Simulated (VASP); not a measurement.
Wanted: the native input for a VASP 6.6.1 run.

| Quantity | Value |
| --- | --- |
| Task | single point |
| Functional | LDA |
| Potentials or basis | VASP PAW LDA potentials, release 64 (Si, C) |
| Cutoff | 520 eV |
| k mesh | 16 × 16 × 16 |
| Occupations | fermi-dirac, width 0.05 eV |
| Spin | no spin polarisation |
| Dipole correction | no |
| Further INCAR settings | ALGO = Normal; EDIFF = 1e-06; NBANDS = 11 |

The structure of SiC lies in POSCAR:

```
SiC
1.0
    0.0000000000      2.1740000000      2.1740000000
    2.1740000000      0.0000000000      2.1740000000
    2.1740000000      2.1740000000      0.0000000000
Si C
1 1
Direct
    0.0000000000      0.0000000000      0.0000000000
    0.7500000000      0.7500000000      0.7500000000
```

These files were run (other wordings do the same):

INCAR

```
SYSTEM = SiC
PREC     = Accurate       ! precision mode
ENCUT    = 520            ! plane-wave cutoff, eV
EDIFF    = 1E-6           ! SCF threshold, eV
ISMEAR   = -1             ! smearing method
SIGMA    = 0.05           ! smearing width, eV
LREAL    = .FALSE.        ! projectors in reciprocal space
LASPH    = .TRUE.         ! aspherical terms in the spheres
NELM     = 80             ! most SCF steps
ALGO     = Normal         ! electronic algorithm
ISIF     = 2              ! what is computed and relaxed
LWAVE    = .FALSE.        ! write WAVECAR
LCHARG   = .FALSE.        ! write CHGCAR
GGA      = CA             ! functional
NBANDS   = 11             ! bands
```

KPOINTS

```
Automatic mesh
0
G
  16 16 16
  0 0 0
```

Potentials or basis: VASP PAW LDA potentials, release 64 (Si, C).

Run with:

```sh
$ cat potpaw_LDA.64/Si/POTCAR potpaw_LDA.64/C/POTCAR > POTCAR
$ mpirun -np 1 vasp_std > vasp.out
```

Results of the run:

* Pressure: -2.5 GPa
* Band gap on the k mesh: 1.30 eV (least direct gap 4.51 eV)

Wall time 28 s on 1 thread of Intel Xeon 8259CL, on a shared host, peak memory 0.14 GiB.
